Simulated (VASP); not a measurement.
# ZnSe (P4/nmm) in VASP: further runs

ZnSe is run at these levels: PBE+D3(BJ); tasks: single point.

Everything below comes from runs of VASP 6.6.1. Logs are shortened: lines on timing, memory, paths and dates and some standing lists are left out, and cuts for length are marked.

**1. The cell of the first run**

It takes space group P4/nmm (No. 129, tetragonal). Conventional cell: a = 3.979 Å, b = 3.979 Å, c = 6.469 Å, α = 90.00°, β = 90.00°, γ = 90.00°. Within 3.4 Å of Zn (site symmetry -4m2) lie 4 Se at 2.55 Å and 4 Zn at 2.81 Å. Se (site symmetry 4mm) has 4 Zn at 2.55 Å within 3.4 Å.

**2. Single point, PBE+D3(BJ)**

INCAR

```
  PREC = Accurate
  ENCUT = 520
  EDIFF = 1E-7
  ISMEAR = 0
  SIGMA = 0.05
  LREAL = False
  LASPH = True
  NELM = 80
  ALGO = Normal
  ISIF = 2
  LWAVE = False
  LCHARG = True
  GGA = PE
  IVDW = 12
  LELF = True
  LVHAR = True
  NBANDS = 26
```

KPOINTS

```
regular mesh
0
Gamma
  8 8 6
```

POSCAR

```
ZnSe
1.0
    3.9792513083      0.0000000000      0.0000000000
    0.0000000000      3.9792513083      0.0000000000
    0.0000000000      0.0000000000      6.4685785380
Zn Se
2 2
Direct
    0.0000000000      0.0000000000      0.0000000000
    0.5000000000      0.5000000000      0.0000000000
    0.0000000000      0.5000000000      0.2462800000
    0.5000000000      0.0000000000      0.7537200000
```

Potentials or basis: VASP PAW PBE potentials, release 64 (Zn, Se).

Started as:

```bash
> cat potpaw_PBE.64/Zn/POTCAR potpaw_PBE.64/Se/POTCAR > POTCAR
> mpirun -np 1 vasp_std > vasp.out
```

OUTCAR:

```text
PREC = Accurate
   ENCUT = 520
   EDIFF = 1E-7
   ISMEAR = 0
   LREAL = False
   LASPH = True
   NELM = 80
   ISIF = 2
   GGA = PE
   IVDW = 12
 IVDW          = 12

 ion  position               nearest neighbor table
   1  0.000  0.000  0.000-   3 2.55   4 2.55   3 2.55   4 2.55   2 2.81   2 2.81   2 2.81   2 2.81

   2  0.500  0.500  0.000-   3 2.55   4 2.55   4 2.55   3 2.55   1 2.81   1 2.81   1 2.81   1 2.81

   3  0.000  0.500  0.246-   1 2.55   2 2.55   1 2.55   2 2.55
   4  0.500  0.000  0.754-   1 2.55   2 2.55   2 2.55   1 2.55

  LATTYP: Found a simple tetragonal cell.
 ALAT       =     3.9792513083
 C/A-ratio  =     1.6255767824

  Lattice vectors:

 A1 = (   3.9792513083,   0.0000000000,   0.0000000000)
 A2 = (   0.0000000000,   3.9792513083,   0.0000000000)
 A3 = (   0.0000000000,   0.0000000000,   6.4685785380)

Analysis of symmetry for initial positions (statically):
=====================================================================
 Subroutine PRICEL returns:
 Original cell was already a primitive cell.

 Routine SETGRP: Setting up the symmetry group for a
 simple tetragonal supercell.

 Subroutine GETGRP returns: Found 16 space group operations
 (whereof  8 operations were pure point group operations)
 out of a pool of 16 trial point group operations.

The static configuration has the point symmetry D_2d.
 The point group associated with its full space group is D_4h.

Analysis of symmetry for dynamics (positions and initial velocities):
=====================================================================
 Subroutine PRICEL returns:
 Original cell was already a primitive cell.

 Routine SETGRP: Setting up the symmetry group for a
 simple tetragonal supercell.

 Subroutine GETGRP returns: Found 16 space group operations
 (whereof  8 operations were pure point group operations)
 out of a pool of 16 trial point group operations.

The dynamic configuration has the point symmetry D_2d.
 The point group associated with its full space group is D_4h.

 Subroutine INISYM returns: Found 16 space group operations
 (whereof  8 operations are pure point group operations),
 and found     1 'primitive' translations

----------------------------------------------------------------------------------------

                                     Primitive cell

  volume of cell :     102.4263

  direct lattice vectors                    reciprocal lattice vectors
     3.979251308  0.000000000  0.000000000     0.251303555  0.000000000  0.000000000
     0.000000000  3.979251308  0.000000000     0.000000000  0.251303555  0.000000000
     0.000000000  0.000000000  6.468578538     0.000000000  0.000000000  0.154593470

  length of vectors
     3.979251308  3.979251308  6.468578538     0.251303555  0.251303555  0.154593470

  position of ions in fractional coordinates (direct lattice)
     0.000000000  0.000000000  0.000000000
     0.500000000  0.500000000  0.000000000
     0.000000000  0.500000000  0.246280000
     0.500000000  0.000000000  0.753720000

  ion indices of the primitive-cell ions
   primitive index   ion index
                 1           1
                 2           2
                 3           3
                 4           4

----------------------------------------------------------------------------------------

 KPOINTS: regular mesh

Automatic generation of k-mesh.
 Grid dimensions read from file:
 generate k-points for:    8    8    6

 Generating k-lattice:

  Cartesian coordinates                     Fractional coordinates (reciprocal lattice)
     0.031412944  0.000000000  0.000000000     0.125000000  0.000000000  0.000000000
     0.000000000  0.031412944  0.000000000     0.000000000  0.125000000  0.000000000
     0.000000000  0.000000000  0.025765578     0.000000000  0.000000000  0.166666667

  Length of vectors
     0.031412944  0.031412944  0.025765578

  Shift w.r.t. Gamma in fractional coordinates (k-lattice)
     0.000000000  0.000000000  0.000000000

 Subroutine IBZKPT returns following result:
 ===========================================

 Found     60 irreducible k-points:

 Following reciprocal coordinates:
            Coordinates               Weight
  0.000000  0.000000  0.000000      1.000000
  0.125000  0.000000  0.000000      4.000000
  0.250000  0.000000  0.000000      4.000000
  0.375000  0.000000  0.000000      4.000000
  0.500000  0.000000  0.000000      2.000000
  0.125000  0.125000  0.000000      4.000000
[... 16 lines left out ...]
  0.375000  0.125000  0.166667     16.000000
  0.500000  0.125000  0.166667      8.000000
 [... further k-points ...]
   k-points           NKPTS =     60   k-points in BZ     NKDIM =     60   number of bands    NBANDS=     26
   number of dos      NEDOS =    301   number of ions     NIONS =      4
   total plane-waves  NPLWV =  43200
   dimension x,y,z NGX =    30 NGY =   30 NGZ =   48
   dimension x,y,z NGXF=    60 NGYF=   60 NGZF=   96
   ions per type =               2   2
[... 37 lines left out ...]
   GGA     = PE    functional components
   LHFCALC =     F    Hartree Fock is set to
   AEXX    =    0.0000 exact exchange contribution
   IVDW    =    12    specifies the selected vdW correction
   LEPSILON=     F    determine dielectric tensor
   LRPA    =     F    only Hartree local field effects (RPA)
 non-spin polarized calculation
 Gauss-broadening in eV      SIGMA  =   0.05
  energy-cutoff  :      520.00
  volume of cell :      102.43
 maximum number of plane-waves:      2808
 NGX is ok and might be reduce to    30

 number of electron      36.0000060 magnetization

 Free energy of the ion-electron system (eV)
  ---------------------------------------------------
  ext. energy  EPLUGINS =         0.00000000
  ---------------------------------------------------
  free energy    TOTEN  =       -11.36379693 eV

  energy without entropy =      -11.36379693  energy(sigma->0) =      -11.36379693

 E-fermi :   0.9641     XC(G=0):  -8.6383

 val. band max:        0.7312478985   @ k =   0.0000   0.0000   0.0000
 cond. band min:       2.5742983799   @ k =   0.0000   0.0000   0.0000
 fundamental gap:      1.8430504813
 Fermi energy:         0.9640755060

 k-point     1 :       0.0000    0.0000    0.0000
  band No.  band energies     occupation
      1     -12.2857      2.00000
      2     -11.4332      2.00000
      3      -6.2102      2.00000
      4      -6.2086      2.00000
      5      -6.1033      2.00000
      6      -6.0428      2.00000
[... 18 lines left out ...]
     25      10.0013      0.00000
     26      10.5902      0.00000

 k-point     2 :       0.1250    0.0000    0.0000
  band No.  band energies     occupation
      1     -12.2182      2.00000
      2     -11.4214      2.00000
      3      -6.1887      2.00000
      4      -6.1665      2.00000
      5      -6.0755      2.00000
      6      -6.0309      2.00000
[... 18 lines left out ...]
     25       9.5589      0.00000
     26      10.3986      0.00000

 k-point     3 :       0.2500    0.0000    0.0000
  band No.  band energies     occupation
      1     -12.0346      2.00000
      2     -11.4065      2.00000
      3      -6.1274      2.00000
      4      -6.0476      2.00000
      5      -6.0012      2.00000
      6      -5.9857      2.00000
[... 18 lines left out ...]
     25       8.5760      0.00000
     26       8.9617      0.00000

 k-point     4 :       0.3750    0.0000    0.0000
  band No.  band energies     occupation
      1     -11.7914      2.00000
      2     -11.4404      2.00000
      3      -6.0245      2.00000
      4      -5.9021      2.00000
      5      -5.8964      2.00000
      6      -5.8775      2.00000
[... 18 lines left out ...]
     25       7.9334      0.00000
     26       8.7163      0.00000
[... 496 lines left out ...]
      1     -11.9582      2.00000
      2     -11.4061      2.00000
      3      -6.1923      2.00000
      4      -6.0014      2.00000
      5      -5.9790      2.00000
      6      -5.9407      2.00000
[... 18 lines left out ...]
     25       7.7438      0.00000
     26       9.5845      0.00000

 k-point    23 :       0.3750    0.1250    0.1667
  band No.  band energies     occupation
      1     -11.7296      2.00000
      2     -11.4213      2.00000
      3      -6.1114      2.00000
      4      -5.9081      2.00000
      5      -5.8945      2.00000
      6      -5.8144      2.00000
[... 18 lines left out ...]
     25       9.0730      0.00000
     26       9.3855      0.00000

 k-point    24 :       0.5000    0.1250    0.1667
  band No.  band energies     occupation
      1     -11.5294      2.00000
      2     -11.5294      2.00000
      3      -5.9684      2.00000
      4      -5.9684      2.00000
      5      -5.8045      2.00000
      6      -5.8045      2.00000
[... 18 lines left out ...]
     25       9.1149      0.00000
     26       9.1149      0.00000

 [... further k-points ...]

------------------------ aborting loop because EDIFF is reached ----------------------------------------

 Edisp (eV)   -1.12895

 E8    (eV) :    -0.4684

  FORCE on cell =-STRESS in cart. coord.  units (eV):
  Direction    XX          YY          ZZ          XY          YZ          ZX
  --------------------------------------------------------------------------------------
  -------------------------------------------------------------------------------------
  Total      -0.36439    -0.36439    -2.45503     0.00000     0.00000     0.00000
  in kB      -5.69985    -5.69985   -38.40215     0.00000     0.00000     0.00000
  external pressure =      -16.60 kB  Pullay stress =        0.00 kB

 VOLUME and BASIS-vectors are now :
 -----------------------------------------------------------------------------
  energy-cutoff  :      520.00
  volume of cell :      102.43
      direct lattice vectors                 reciprocal lattice vectors
     3.979251308  0.000000000  0.000000000     0.251303555  0.000000000  0.000000000
     0.000000000  3.979251308  0.000000000     0.000000000  0.251303555  0.000000000
     0.000000000  0.000000000  6.468578538     0.000000000  0.000000000  0.154593470

 POSITION                                       TOTAL-FORCE (eV/Angst)
 -----------------------------------------------------------------------------------
      0.00000      0.00000      0.00000         0.000000     -0.000000      0.000000
      1.98963      1.98963      0.00000         0.000000      0.000000      0.000000
      0.00000      1.98963      1.59308         0.000000      0.000000     -0.468750
      1.98963      0.00000      4.87550        -0.000000     -0.000000      0.468750
 -----------------------------------------------------------------------------------
    total drift:                                0.000000      0.000000      0.000000

  FREE ENERGIE OF THE ION-ELECTRON SYSTEM (eV)
  ---------------------------------------------------
  free  energy   TOTEN  =       -12.4927482178 eV

  energy  without entropy=      -12.4927482178  energy(sigma->0) =      -12.49274822
```

Run time: 1.9 min. Hardware: 1 thread of AMD EPYC 7R43 (Zen 3), shared host; peak memory 0.25 GiB.

What came out:

- Free energy: -12.4927 eV
- Pressure: -1.7 GPa
- Largest force: 0.469 eV/Å
- Band gap on the k mesh: 1.84 eV
- Dispersion energy per atom: -0.282 eV

Forces on the atoms (eV/Å):
```
Zn   0.000  0.000  0.000
Zn   0.000  0.000  0.000
Se   0.000  0.000 -0.469
Se   0.000  0.000  0.469
```

Levels at points of the mesh, in eV from the valence-band top:
```
           k point  band 16  band 17  band 18  band 19  band 20  band 21
(0.00, 0.00, 0.00)    -0.43     0.00     0.00     1.84     2.44     3.18
(0.50, 0.00, 0.00)    -1.78    -0.59    -0.59     3.54     3.54     5.61
(0.50, 0.50, 0.00)    -2.43    -2.31    -2.31     3.19     3.19     3.22
(0.00, 0.00, 0.50)    -1.45    -0.20    -0.20     2.51     3.31     3.38
(0.50, 0.00, 0.50)    -1.15    -0.58    -0.58     2.62     2.62     5.48
(0.50, 0.50, 0.50)    -2.60    -2.55    -2.55     4.04     4.04     4.22
```

**3. Single point, PBE+D3(BJ)**

This run uses another cell than the first one, of the same volume but with other edges.

INCAR

```
PREC     = Accurate       # precision mode
ENCUT    = 520            # plane-wave cutoff, eV
EDIFF    = 1E-7           # SCF threshold, eV
ISMEAR   = 0              # smearing method
SIGMA    = 0.05           # smearing width, eV
LREAL    = False          # projectors in reciprocal space
LASPH    = True           # aspherical terms in the spheres
NELM     = 60             # most SCF steps
ALGO     = Normal         # electronic algorithm
ISIF     = 2              # what is computed and relaxed
LWAVE    = False          # write WAVECAR
LCHARG   = False          # write CHGCAR
GGA      = PE             # functional
IVDW     = 12             # dispersion correction
NBANDS   = 26             # bands
```

KPOINTS

```
Automatic mesh
0
Gamma
  8 8 6
```

POSCAR

```
ZnSe
1.0
    4.1639788836      0.0000000000      0.0000000000
    0.0000000000      4.1639788836      0.0000000000
    0.0000000000      0.0000000000      5.9073751814
Zn Se
2 2
Direct
    0.0000000000      0.0000000000      0.0000000000
    0.5000000000      0.5000000000      0.0000000000
    0.0000000000      0.5000000000      0.2462800000
    0.5000000000      0.0000000000      0.7537200000
```

Potentials or basis: VASP PAW PBE potentials, release 64 (Zn, Se).

Started as:

```bash
> cat potpaw_PBE.64/Zn/POTCAR potpaw_PBE.64/Se/POTCAR > POTCAR
> mpirun -np 1 vasp_std > vasp.out
```

Wall time 2 min (1 thread of AMD EPYC 7R43 (Zen 3), shared host); peak memory 0.27 GiB.

The run converged. Its results:

- Free energy: -12.5363 eV
- Pressure: -2.0 GPa
- Largest force: 0.087 eV/Å
- Band gap on the k mesh: 1.61 eV
- Dispersion energy per atom: -0.279 eV

Forces in eV/Å, atoms in the order of the input:
```
Zn   0.000  0.000  0.000
Zn   0.000  0.000  0.000
Se   0.000  0.000  0.087
Se   0.000  0.000 -0.087
```

Stress tensor (GPa, compression positive):
```
-2.48  0.00  0.00
 0.00 -2.48  0.00
 0.00  0.00 -1.19
```

Levels at points of the mesh, in eV from the valence-band top:
```tsv
k point	band 14	band 15	band 16	band 17	band 18	band 19	band 20	band 21	band 22	band 23
(0.00, 0.00, 0.00)	-2.32	-2.32	-0.13	-0.13	0.00	1.61	1.85	2.89	5.67	5.88
(0.50, 0.00, 0.00)	-4.43	-1.52	-1.52	-0.96	-0.96	3.29	3.29	5.93	5.93	6.48
(0.50, 0.50, 0.00)	-4.36	-2.17	-2.17	-2.00	-2.00	3.42	3.42	3.63	3.63	10.15
(0.00, 0.00, 0.50)	-2.16	-2.16	-1.14	-0.43	-0.43	1.72	3.35	3.66	5.06	6.49
(0.50, 0.00, 0.50)	-4.79	-0.93	-0.93	-0.73	-0.73	2.49	2.49	5.95	5.95	6.01
(0.50, 0.50, 0.50)	-4.21	-2.47	-2.47	-2.40	-2.40	4.76	4.76	4.95	4.95	8.28
```

 A k mesh can miss the band edges.

**4. Single point, PBE+D3(BJ)**

This run uses another cell than the first one, of the same volume but with other edges.

INCAR

```
  PREC = Accurate
  ENCUT = 520
  EDIFF = 1E-6
  ISMEAR = 0
  SIGMA = 0.05
  LREAL = False
  LASPH = True
  NELM = 100
  ALGO = Normal
  ISIF = 2
  LWAVE = False
  LCHARG = False
  GGA = PE
  IVDW = 12
  NBANDS = 26
```

KPOINTS is that of step 3.

POSCAR

```
ZnSe
1.0
    4.0414371544      0.0000000000      0.0000000000
    0.0000000000      4.0414371544      0.0000000000
    0.0000000000      0.0000000000      6.2710452052
Zn Se
2 2
Direct
    0.0000000000      0.0000000000      0.0000000000
    0.5000000000      0.5000000000      0.0000000000
    0.0000000000      0.5000000000      0.2462800000
    0.5000000000      0.0000000000      0.7537200000
```

Started as:

```bash
> cat potpaw_PBE.64/Zn/POTCAR potpaw_PBE.64/Se/POTCAR > POTCAR
> mpirun -np 1 vasp_std > vasp.out
```

Run time: 1.7 min. Hardware: 1 thread of AMD EPYC 7R43 (Zen 3), shared host; peak memory 0.26 GiB.

The run converged. Its results:

| Property | Result |
| --- | --- |
| Free energy | -12.5382 eV |
| Pressure | -1.7 GPa |
| Largest force | 0.239 eV/Å |
| Band gap on the k mesh | 1.92 eV |
| Dispersion energy per atom | -0.281 eV |

Forces in eV/Å, atoms in the order of the input:
```
Zn   0.000  0.000  0.000
Zn   0.000  0.000  0.000
Se   0.000  0.000 -0.239
Se   0.000  0.000  0.239
```

Stress tensor (GPa, compression positive):
```
-1.28  0.00  0.00
 0.00 -1.28  0.00
 0.00  0.00 -2.66
```

Levels at points of the mesh, in eV from the valence-band top:
| k point | band 16 | band 17 | band 18 | band 19 | band 20 | band 21 |
| --- | --- | --- | --- | --- | --- | --- |
| (0.00, 0.00, 0.00) | -0.21 | 0.00 | 0.00 | 1.92 | 2.20 | 3.11 |
| (0.50, 0.00, 0.00) | -1.64 | -0.68 | -0.68 | 3.53 | 3.53 | 5.77 |
| (0.50, 0.50, 0.00) | -2.30 | -2.17 | -2.17 | 3.33 | 3.33 | 3.41 |
| (0.00, 0.00, 0.50) | -1.27 | -0.24 | -0.24 | 2.27 | 3.34 | 3.54 |
| (0.50, 0.00, 0.50) | -0.95 | -0.66 | -0.66 | 2.67 | 2.67 | 5.63 |
| (0.50, 0.50, 0.50) | -2.51 | -2.45 | -2.45 | 4.34 | 4.34 | 4.53 |

 A k mesh can miss the band edges.

**5. Single point, PBE+D3(BJ)**

This run uses another cell than the first one, of the same volume but with other edges.

INCAR

```
SYSTEM = ZnSe
ALGO = Normal ; EDIFF = 1E-7
ENCUT = 520 ; GGA = PE
ISIF = 2 ; ISMEAR = 0
IVDW = 12 ; LASPH = .TRUE.
LCHARG = .TRUE. ; LELF = .TRUE.
LREAL = .FALSE. ; LVHAR = .TRUE.
LWAVE = .FALSE. ; NBANDS = 26
NELM = 100 ; PREC = Accurate
SIGMA = 0.05
```

KPOINTS

```
k-points
0
G
  8 8 6
  0 0 0
```

POSCAR

```
ZnSe
1.0
    4.4248878426      0.0000000000      0.0000000000
    0.0000000000      4.4248878426      0.0000000000
    0.0000000000      0.0000000000      5.2312690483
Zn Se
2 2
Direct
    0.0000000000      0.0000000000      0.0000000000
    0.5000000000      0.5000000000      0.0000000000
    0.0000000000      0.5000000000      0.2462800000
    0.5000000000      0.0000000000      0.7537200000
```

Started as:

```bash
> cat potpaw_PBE.64/Zn/POTCAR potpaw_PBE.64/Se/POTCAR > POTCAR
> mpirun -np 1 vasp_std > vasp.out
```

It took 2.3 min on 1 thread of AMD EPYC 7R43 (Zen 3), shared host; peak memory 0.28 GiB.

It converged, with:

| Property | Result |
| --- | --- |
| Free energy | -12.3156 eV |
| Pressure | -3.4 GPa |
| Largest force | 0.267 eV/Å |
| Band gap on the k mesh | 0.42 eV |
| Dispersion energy per atom | -0.278 eV |

Forces on the atoms (eV/Å):
```
Zn   0.000  0.000  0.000
Zn   0.000  0.000  0.000
Se   0.000  0.000  0.267
Se   0.000  0.000 -0.267
```

Stress tensor (GPa, compression positive):
```
-4.77  0.00  0.00
 0.00 -4.77  0.00
 0.00  0.00 -0.80
```

Levels at points of the mesh, in eV from the valence-band top:
```csv
k point,band 14,band 15,band 16,band 17,band 18,band 19,band 20,band 21,band 22,band 23
"(0.00, 0.00, 0.00)",-2.93,-2.93,-0.53,-0.53,0.00,0.42,1.38,2.51,5.53,6.10
"(0.50, 0.00, 0.00)",-4.29,-1.62,-1.62,-1.44,-1.44,2.67,2.67,5.72,5.72,6.39
"(0.50, 0.50, 0.00)",-4.85,-1.96,-1.96,-1.69,-1.69,3.40,3.40,3.94,3.94,8.91
"(0.00, 0.00, 0.50)",-2.64,-2.64,-1.36,-0.96,-0.96,0.65,3.57,3.62,4.33,6.70
"(0.50, 0.00, 0.50)",-4.80,-1.53,-1.53,-0.61,-0.61,1.79,1.79,5.40,5.40,6.83
"(0.50, 0.50, 0.50)",-4.58,-2.52,-2.52,-2.48,-2.48,5.26,5.26,5.48,5.48,8.11
```

Caveat: the cell stands under tension; semilocal functionals underestimate gaps, and a narrow one can read as zero.

**6. Summary**

```tsv
cell	gap on the mesh (eV)	pressure (GPa)	largest force (eV/Å)
a = 3.979, b = 3.979, c = 6.469 Å, 4 atoms	1.84	-1.7	0.47
a = 4.164, b = 4.164, c = 5.907 Å, 4 atoms	1.61	-2.0	0.09
a = 4.041, b = 4.041, c = 6.271 Å, 4 atoms	1.92	-1.7	0.24
a = 4.425, b = 4.425, c = 5.231 Å, 4 atoms	0.42	-3.4	0.27
```

Alike in all rows: task single point; level PBE+D3(BJ); potentials or basis VASP PAW PBE potentials, release 64 (Zn, Se); no spin polarisation; k mesh 8 × 8 × 6; cutoff (eV) 520; smearing gaussian 0.05 eV.

Caveats: the cell stands under tension (at least some runs); semilocal functionals underestimate gaps, and a narrow one can read as zero (at least some runs).

Total energies depend on the potentials used, so only differences within one code and one set of settings carry meaning.
